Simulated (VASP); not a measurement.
# Cd (P6_3/mmc) in VASP: a series of runs

Runs on Cd. Level: LDA. Tasks: single point.

Program: VASP 6.6.1. These are calculated values, not measurements. Logs are shortened: lines on timing, memory, paths and dates and some standing lists are left out, and cuts for length are marked.

## (1) The cell of the first run

The structure is hexagonal, space group P6_3/mmc (No. 194). The conventional cell has a = 2.882 Å, b = 2.882 Å, c = 5.638 Å, α = 90.00°, β = 90.00°, γ = 120.00°. Cd (site symmetry -6m2) has 12 Cd at 2.88 to 3.27 Å within 3.8 Å.

## (2) Single point, LDA

The input, INCAR:

```
PREC = Accurate
ENCUT = 520
EDIFF = 1E-6
ISMEAR = 1
SIGMA = 0.01
LREAL = False
LASPH = True
NELM = 60
ALGO = Normal
ISIF = 2
LWAVE = False
LCHARG = False
GGA = CA
NBANDS = 19
```

The input, KPOINTS:

```
regular mesh
0
Gamma
  13 13 6
```

The input, POSCAR:

```
Cd
1.0
    2.8818641727      0.0000000000      0.0000000000
   -1.4409320863      2.4957675838      0.0000000000
    0.0000000000      0.0000000000      5.6383707528
Cd
2
Direct
    0.3333333333      0.6666666667      0.2500000000
    0.6666666667      0.3333333333      0.7500000000
```

Potentials or basis: VASP PAW LDA potentials, release 64 (Cd).

Started as:

```console
$ cat potpaw_LDA.64/Cd/POTCAR > POTCAR
$ mpirun -np 1 vasp_std > vasp.out
```

OUTCAR:

```text
PREC = Accurate
   ENCUT = 520
   EDIFF = 1E-6
   ISMEAR = 1
   LREAL = False
   LASPH = True
   NELM = 60
   ISIF = 2
   GGA = CA

 ion  position               nearest neighbor table
   1  0.333  0.667  0.250-   2 3.27   2 3.27   2 3.27   2 3.27   2 3.27   2 3.27
   2  0.667  0.333  0.750-   1 3.27   1 3.27   1 3.27   1 3.27   1 3.27   1 3.27

  LATTYP: Found a hexagonal cell.
 ALAT       =     2.8818641727
 C/A-ratio  =     1.9565012141

  Lattice vectors:

 A1 = (   2.8818641727,   0.0000000000,   0.0000000000)
 A2 = (  -1.4409320863,   2.4957675838,   0.0000000000)
 A3 = (   0.0000000000,   0.0000000000,   5.6383707528)

Analysis of symmetry for initial positions (statically):
=====================================================================
 Subroutine PRICEL returns:
 Original cell was already a primitive cell.

 Routine SETGRP: Setting up the symmetry group for a
 hexagonal supercell.

 Subroutine GETGRP returns: Found 24 space group operations
 (whereof 12 operations were pure point group operations)
 out of a pool of 24 trial point group operations.

The static configuration has the point symmetry D_3d.
 The point group associated with its full space group is D_6h.

Analysis of symmetry for dynamics (positions and initial velocities):
=====================================================================
 Subroutine PRICEL returns:
 Original cell was already a primitive cell.

 Routine SETGRP: Setting up the symmetry group for a
 hexagonal supercell.

 Subroutine GETGRP returns: Found 24 space group operations
 (whereof 12 operations were pure point group operations)
 out of a pool of 24 trial point group operations.

The dynamic configuration has the point symmetry D_3d.
 The point group associated with its full space group is D_6h.

 Subroutine INISYM returns: Found 24 space group operations
 (whereof 12 operations are pure point group operations),
 and found     1 'primitive' translations

----------------------------------------------------------------------------------------

                                     Primitive cell

  volume of cell :      40.5538

  direct lattice vectors                    reciprocal lattice vectors
     2.881864173  0.000000000  0.000000000     0.346997617  0.200339167  0.000000000
    -1.440932086  2.495767584  0.000000000     0.000000000  0.400678335  0.000000000
     0.000000000  0.000000000  5.638370753     0.000000000  0.000000000  0.177356198

  length of vectors
     2.881864173  2.881864173  5.638370753     0.400678335  0.400678335  0.177356198

  position of ions in fractional coordinates (direct lattice)
     0.333333333  0.666666667  0.250000000
     0.666666667  0.333333333  0.750000000

  ion indices of the primitive-cell ions
   primitive index   ion index
                 1           1
                 2           2

----------------------------------------------------------------------------------------

 KPOINTS: regular mesh

Automatic generation of k-mesh.
 Grid dimensions read from file:
 generate k-points for:   13   13    6

 Generating k-lattice:

  Cartesian coordinates                     Fractional coordinates (reciprocal lattice)
     0.026692124  0.015410705  0.000000000     0.076923077 -0.000000000  0.000000000
     0.000000000  0.030821410  0.000000000     0.000000000  0.076923077  0.000000000
     0.000000000  0.000000000  0.029559366     0.000000000  0.000000000  0.166666667

  Length of vectors
     0.030821410  0.030821410  0.029559366

  Shift w.r.t. Gamma in fractional coordinates (k-lattice)
     0.000000000  0.000000000  0.000000000

 Subroutine IBZKPT returns following result:
 ===========================================

 Found     84 irreducible k-points:

 Following reciprocal coordinates:
            Coordinates               Weight
  0.000000  0.000000  0.000000      1.000000
  0.076923  0.000000  0.000000      6.000000
  0.153846 -0.000000  0.000000      6.000000
  0.230769 -0.000000  0.000000      6.000000
  0.307692 -0.000000  0.000000      6.000000
  0.384615  0.000000  0.000000      6.000000
[... 16 lines left out ...]
  0.076923  0.000000  0.166667     12.000000
  0.153846 -0.000000  0.166667     12.000000
 [... further k-points ...]
   k-points           NKPTS =     84   k-points in BZ     NKDIM =     84   number of bands    NBANDS=     19
   number of dos      NEDOS =    301   number of ions     NIONS =      2
   total plane-waves  NPLWV =  24192
   dimension x,y,z NGX =    24 NGY =   24 NGZ =   42
   dimension x,y,z NGXF=    48 NGYF=   48 NGZF=   84
   ions per type =               2
   NGX,Y,Z   is equivalent  to a cutoff of  13.84, 13.84, 12.38 a.u.
   NGXF,Y,Z  is equivalent  to a cutoff of  27.69, 27.69, 24.77 a.u.
 SYSTEM =  unknown system
   PREC   = accura    normal or accurate (medium, high low for compatibility)
   ISTART =      0    job   : 0-new  1-cont  2-samecut
   ICHARG =      2    charge: 1-file 2-atom 10-const
   ISPIN  =      1    spin polarized calculation?
   LNONCOLLINEAR =      F non collinear calculations
   LSORBIT =      F    spin-orbit coupling
   LASPH  =      T    aspherical Exc in radial PAW
   ENCUT  =  520.0 eV  38.22 Ry    6.18 a.u.   5.36  5.36 10.48*2*pi/ulx,y,z
   NELM   =     60;   NELMIN=  2; NELMDL= -5     # of ELM steps
   EDIFF  = 0.1E-05   stopping-criterion for ELM
   LREAL  =      F    real-space projection
   EDIFFG = 0.1E-04   stopping-criterion for IOM
   NSW    =      0    number of steps for IOM
   IBRION =     -1    ionic relax: 0-MD 1-quasi-New 2-CG
   NFREE  =      0    steps in history (QN), initial steepest desc. (CG)
   ISIF   =      2    stress and relaxation
   ISYM   =      2    0-nonsym 1-usesym 2-fastsym
   POTIM  = 0.5000    time-step for ionic-motion
   TEBEG  =    0.0;   TEEND  =   0.0 temperature during run
   PSTRESS=    0.0 pullay stress
   NELECT =      24.0000    total number of electrons
   NUPDOWN=      -1.0000    fix difference up-down
   EMIN   =  10.00;   EMAX   =-10.00  energy-range for DOS
   EFERMI =   0.00;   METHOD = LEGACY
   ISMEAR =     1;   SIGMA  =   0.01  broadening in eV -4-tet -1-fermi 0-gaus
   EFERMI_NEDOS =   21; number of points for ismear=-14 and -15
   IALGO  =     38    algorithm
   IMIX   =      4    mixing-type and parameters
     AMIX     =   0.40;   BMIX     =  1.00
     AMIX_MAG =   1.60;   BMIX_MAG =  1.00
  volume/ion in A,a.u.               =      20.28       136.84
  Fermi-wavevector in a.u.,A,eV,Ry     =   1.374469  2.597369 25.703635  1.889164
  Thomas-Fermi vector in A             =   2.499892
   LORBIT       =      0    0 simple, 1 ext, 2 COOP (PROOUT), +10 PAW based schemes
   GGA     = CA    functional components
   LHFCALC =     F    Hartree Fock is set to
   AEXX    =    0.0000 exact exchange contribution
   IVDW    =     0    specifies the selected vdW correction
   LEPSILON=     F    determine dielectric tensor
   LRPA    =     F    only Hartree local field effects (RPA)
 non-spin polarized calculation
 Methfessel and Paxton  Order N= 1 SIGMA  =   0.01
  energy-cutoff  :      520.00
  volume of cell :       40.55
 maximum number of plane-waves:      1136
 NGX is ok and might be reduce to    24
   NGX = 11   NGY = 11   NGZ = 21

 number of electron      23.9999994 magnetization

 Free energy of the ion-electron system (eV)
  ---------------------------------------------------
  ext. energy  EPLUGINS =         0.00000000
  ---------------------------------------------------
  free energy    TOTEN  =        -3.03885407 eV

  energy without entropy =       -3.03883738  energy(sigma->0) =       -3.03884851

 E-fermi :   3.0926     XC(G=0): -11.6950

 val. band max:        3.0926434295   @ k =   0.3077  -0.0000   0.0000
 cond. band min:       3.1577227739   @ k =   0.3846   0.0769   0.0000
 fundamental gap:      0.0650793443
 Fermi energy:         3.0926434296

 k-point     1 :       0.0000    0.0000    0.0000
  band No.  band energies     occupation
      1      -7.0201      2.00000
      2      -6.7931      2.00000
      3      -6.2183      2.00000
      4      -6.2183      2.00000
      5      -6.1689      2.00000
      6      -6.1689      2.00000
[... 11 lines left out ...]
     18      19.3301      0.00000
     19      19.5957      0.00000

 k-point     2 :       0.0769    0.0000    0.0000
  band No.  band energies     occupation
      1      -6.9419      2.00000
      2      -6.6983      2.00000
      3      -6.2508      2.00000
      4      -6.1981      2.00000
      5      -6.1518      2.00000
      6      -6.1041      2.00000
[... 11 lines left out ...]
     18      18.2871      0.00000
     19      20.1156      0.00000

 k-point     3 :       0.1538   -0.0000    0.0000
  band No.  band energies     occupation
      1      -6.7830      2.00000
      2      -6.5441      2.00000
      3      -6.3271      2.00000
      4      -6.1986      2.00000
      5      -5.9632      2.00000
      6      -5.9209      2.00000
[... 11 lines left out ...]
     18      17.9022      0.00000
     19      18.3712      0.00000

 k-point     4 :       0.2308   -0.0000    0.0000
  band No.  band energies     occupation
      1      -6.7933      2.00000
      2      -6.5786      2.00000
      3      -6.2396      2.00000
      4      -6.0787      2.00000
      5      -6.0175      2.00000
      6      -5.7849      2.00000
[... 407 lines left out ...]
     18      19.4435      0.00000
     19      19.4435      0.00000

 k-point    23 :       0.0769    0.0000    0.1667
  band No.  band energies     occupation
      1      -6.9254      2.00000
      2      -6.7135      2.00000
      3      -6.2487      2.00000
      4      -6.2038      2.00000
      5      -6.1521      2.00000
      6      -6.1102      2.00000
[... 11 lines left out ...]
     18      19.4312      0.00000
     19      19.6208      0.00000

 k-point    24 :       0.1538   -0.0000    0.1667
  band No.  band energies     occupation
      1      -6.7666      2.00000
      2      -6.5582      2.00000
      3      -6.3184      2.00000
      4      -6.2181      2.00000
      5      -5.9655      2.00000
      6      -5.9276      2.00000
[... 11 lines left out ...]
     18      18.0271      0.00000
     19      19.3933      0.00000

 [... further k-points ...]

------------------------ aborting loop because EDIFF is reached ----------------------------------------

  FORCE on cell =-STRESS in cart. coord.  units (eV):
  Direction    XX          YY          ZZ          XY          YZ          ZX
  --------------------------------------------------------------------------------------
  -------------------------------------------------------------------------------------
  Total        0.5062542      0.5062542     -0.4325050      0.0000000     -0.0000000      0.0000000
  in kB       20.0008264     20.0008264    -17.0871827      0.0000000     -0.0000000      0.0000000
  external PRESSURE =       7.6381567 kB  Pullay stress =       0.0000000 kB

 VOLUME and BASIS-vectors are now :
 -----------------------------------------------------------------------------
  energy-cutoff  :      520.00
  volume of cell :       40.55
      direct lattice vectors                 reciprocal lattice vectors
     2.881864173  0.000000000  0.000000000     0.346997617  0.200339167  0.000000000
    -1.440932086  2.495767584  0.000000000     0.000000000  0.400678335  0.000000000
     0.000000000  0.000000000  5.638370753     0.000000000  0.000000000  0.177356198

 POSITION                                       TOTAL-FORCE (eV/Angst)
 -----------------------------------------------------------------------------------
     -0.00000      1.66385      1.40959         0.000000     -0.000000      0.000000
      1.44093      0.83192      4.22878        -0.000000      0.000000      0.000000
 -----------------------------------------------------------------------------------
    total drift:                               -0.000000      0.000000      0.000000

  FREE ENERGIE OF THE ION-ELECTRON SYSTEM (eV)
  ---------------------------------------------------
  free  energy   TOTEN  =        -3.0388540725 eV

  energy  without entropy=       -3.0388373805  energy(sigma->0) =       -3.03884851
```

Run time: 56 s. Hardware: 1 thread of AMD EPYC 7R13, shared host; peak memory 0.15 GiB.

Results:

| Item | Value |
| --- | --- |
| Free energy | -3.0389 eV |
| Pressure | 0.8 GPa |
| Band gap on the k mesh | zero (bands 12 and 13 overlap by 4.69 eV) |

## (3) Single point, LDA

The input, INCAR:

```
  ALGO = Normal
  EDIFF = 1E-6
  ENCUT = 520
  ISIF = 2
  ISMEAR = 1
  LASPH = True
  LCHARG = False
  LREAL = False
  LWAVE = False
  NBANDS = 19
  NELM = 80
  PREC = Accurate
  SIGMA = 0.03
```

The input, KPOINTS:

```
k-points
0
Gamma
  13 13 6
```

POSCAR is that of step 2.

Potentials or basis: VASP PAW LDA potentials, release 64 (Cd).

Started as:

```console
$ cat potpaw_LDA.64/Cd/POTCAR > POTCAR
$ mpirun -np 1 vasp_std > vasp.out
```

Run time: 57 s. Hardware: 1 thread of AMD EPYC 7R13, shared host; peak memory 0.15 GiB.

Results (log left out):

- Free energy: -3.0389 eV
- Pressure: 0.8 GPa
- Band gap on the k mesh: zero (bands 12 and 13 overlap by 4.69 eV)

Stress tensor (GPa, compression positive):
```
 2.00  0.00  0.00
 0.00  2.00  0.00
 0.00  0.00 -1.71
```

Levels at points of the mesh, in eV from the Fermi level:
| k point | band 10 | band 11 | band 12 | band 13 | band 14 | band 15 |
| --- | --- | --- | --- | --- | --- | --- |
| (0.00, 0.00, 0.00) | -8.37 | -8.37 | -3.35 | -3.31 | 10.01 | 14.79 |
| (0.00, 0.00, 0.50) | -8.48 | -7.67 | -7.67 | 3.39 | 3.39 | 15.58 |

## (4) Single point, LDA

The input, INCAR:

```
SYSTEM = Cd
  ALGO = Normal
  EDIFF = 1E-6
  ENCUT = 520
  GGA = CA
  ISIF = 2
  ISMEAR = 1
  LASPH = .True.
  LCHARG = .False.
  LREAL = .False.
  LWAVE = .False.
  NBANDS = 19
  NELM = 80
  PREC = Accurate
  SIGMA = 0.3
```

The input, KPOINTS:

```
k-points
0
Gamma
  13 13 6
  0 0 0
```

POSCAR is that of step 3.

Started as:

```console
$ cat potpaw_LDA.64/Cd/POTCAR > POTCAR
$ mpirun -np 1 vasp_std > vasp.out
```

Wall time 54 s (1 thread of AMD EPYC 7R13, shared host); peak memory 0.15 GiB.

Results (log left out):

```yaml
Free_energy: -3.0375 eV
Pressure: 0.8 GPa
Band_gap_on_the_k_mesh: zero (bands 12 and 13 overlap by 4.69 eV)
```

Stress tensor (GPa, compression positive):
```
 2.02  0.00  0.00
 0.00  2.02  0.00
 0.00  0.00 -1.78
```

Levels at points of the mesh, in eV from the Fermi level:
```tsv
k point	band 10	band 11	band 12	band 13	band 14	band 15
(0.00, 0.00, 0.00)	-8.34	-8.34	-3.32	-3.28	10.04	14.82
(0.00, 0.00, 0.50)	-8.45	-7.64	-7.64	3.42	3.42	15.61
```

Caveat: so wide a smearing shifts energies and pressures.

## (5) Single point, LDA

The input, INCAR:

```
SYSTEM = Cd
  PREC = Accurate
  ENCUT = 520
  EDIFF = 1E-6
  ISMEAR = 1
  SIGMA = 1.0
  LREAL = .False.
  LASPH = .True.
  NELM = 80
  ALGO = Normal
  ISIF = 2
  LWAVE = .False.
  LCHARG = .False.
  NBANDS = 19
```

The input, KPOINTS:

```
regular mesh
0
Gamma
  13 13 6
  0 0 0
```

POSCAR is that of step 4.

Started as:

```console
$ cat potpaw_LDA.64/Cd/POTCAR > POTCAR
$ mpirun -np 1 vasp_std > vasp.out
```

Wall time 58 s (1 thread of AMD EPYC 7R13, shared host); peak memory 0.15 GiB.

The run converged. Its results:

| Property | Result |
| --- | --- |
| Free energy | -3.0233 eV |
| Pressure | 0.7 GPa |
| Band gap on the k mesh | zero (bands 12 and 13 overlap by 4.69 eV) |

Stress tensor (GPa, compression positive):
```
 1.45  0.00  0.00
 0.00  1.45  0.00
 0.00  0.00 -0.87
```

Levels at points of the mesh, in eV from the Fermi level:
```
           k point  band 9  band 10  band 11  band 12  band 13  band 14  band 15  band 16
(0.00, 0.00, 0.00)   -8.71    -8.47    -8.47    -3.44    -3.40     9.92    14.69    15.18
(0.00, 0.00, 0.50)   -8.57    -8.57    -7.76    -7.76     3.30     3.30    15.49    15.49
```

Caveat: so wide a smearing shifts energies and pressures.

## (6) Summary

```csv
smearing,gap on the mesh (eV),pressure (GPa)
methfessel-paxton 0.01 eV,none,0.8
methfessel-paxton 0.03 eV,none,0.8
methfessel-paxton 0.3 eV,none,0.8
methfessel-paxton 1 eV,none,0.7
```

Alike in all rows: task single point; level LDA; potentials or basis VASP PAW LDA potentials, release 64 (Cd); no spin polarisation; cell as given; k mesh 13 × 13 × 6; cutoff (eV) 520.

Caveats: so wide a smearing shifts energies and pressures (at least some runs).

Total energies depend on the potentials used, so only differences within one code and one set of settings carry meaning.
